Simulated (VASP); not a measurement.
ScAl2, 6 atoms in the cell. Symmetry: Fd-3m, No. 227, cubic system. Conventional cell: a = 6.811 Å, b = 6.811 Å, c = 6.811 Å, α = 90.00°, β = 90.00°, γ = 90.00°. Within 3.7 Å of Sc (site symmetry -43m) lie 12 Al at 2.82 Å and 4 Sc at 2.95 Å. Al (site symmetry -3m) has 6 Al at 2.41 Å and 6 Sc at 2.82 Å within 3.2 Å. 

```yaml
Program: VASP 6.6.1
Task: single point
Functional: PBEsol
Potentials_or_basis: VASP PAW PBE potentials, release 64 (Sc_sv, Al)
Cutoff: 520 eV
k_mesh: 10 × 10 × 10
Occupations: gaussian, width 0.1 eV
Spin: no spin polarisation
Dipole_correction: no
Further_INCAR_settings: ALGO = Normal; EDIFF = 1e-06; NBANDS = 26
```

Potentials or basis: VASP PAW PBE potentials, release 64 (Sc_sv, Al).

Launch:

```bash
$ cat potpaw_PBE.64/Sc_sv/POTCAR potpaw_PBE.64/Al/POTCAR > POTCAR
$ mpirun -np 1 vasp_std > vasp.out
```

Hardware: 1 thread of AMD EPYC 9R45 96-Core Processor (Zen 5) (shared host).

Question: How long does it take, and how much memory?

Answer: It took 59 s on 1 thread of AMD EPYC 9R45 96-Core Processor (Zen 5), with other jobs on the host, peak memory 0.21 GiB. Counts: scf iterations 13, k points 47.
